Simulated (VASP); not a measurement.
Write the native input for VASP 6.6.1 that does the following.

```yaml
Task: single point
Functional: RPBE
Potentials_or_basis: VASP PAW PBE potentials, release 64 (Pd)
Cutoff: 520 eV
k_mesh: 12 × 12 × 12
Occupations: fermi-dirac, width 0.05 eV
Spin: no spin polarisation
Dipole_correction: no
Further_INCAR_settings: ALGO = Normal; EDIFF = 1e-06; NBANDS = 11
```

The structure of Pd lies in POSCAR:

```
Pd
1.0
    0.0000000000      1.9897873668      1.9897873668
    1.9897873668      0.0000000000      1.9897873668
    1.9897873668      1.9897873668      0.0000000000
Pd
1
Direct
    0.0000000000      0.0000000000      0.0000000000
```

The input as run:

INCAR

```
SYSTEM = Pd
PREC     = Accurate       ! precision mode
ENCUT    = 520            ! plane-wave cutoff, eV
EDIFF    = 1E-6           ! SCF threshold, eV
ISMEAR   = -1             ! smearing method
SIGMA    = 0.05           ! smearing width, eV
LREAL    = .FALSE.        ! projectors in reciprocal space
LASPH    = .TRUE.         ! aspherical terms in the spheres
NELM     = 60             ! most SCF steps
ALGO     = Normal         ! electronic algorithm
ISIF     = 2              ! what is computed and relaxed
LWAVE    = .FALSE.        ! write WAVECAR
LCHARG   = .FALSE.        ! write CHGCAR
GGA      = RP             ! functional
NBANDS   = 11             ! bands
```

KPOINTS

```
Automatic mesh
0
G
  12 12 12
  0 0 0
```

Potentials or basis: VASP PAW PBE potentials, release 64 (Pd).

The run is started by

```bash
$ cat potpaw_PBE.64/Pd/POTCAR > POTCAR
$ mpirun -np 1 vasp_std > vasp.out
```

Results of the run:

```yaml
Pressure: -0.3 GPa
Band_gap_on_the_k_mesh: zero (band 5 reaches 9.05 eV, above the bottom of band 6 at 7.64 eV)
```

Caveat: the PAW data sets were made with another functional, which shifts forces and pressure a little.

It took 14 s on 1 thread of Intel Xeon 8259CL, with other jobs on the host, peak memory 0.14 GiB.
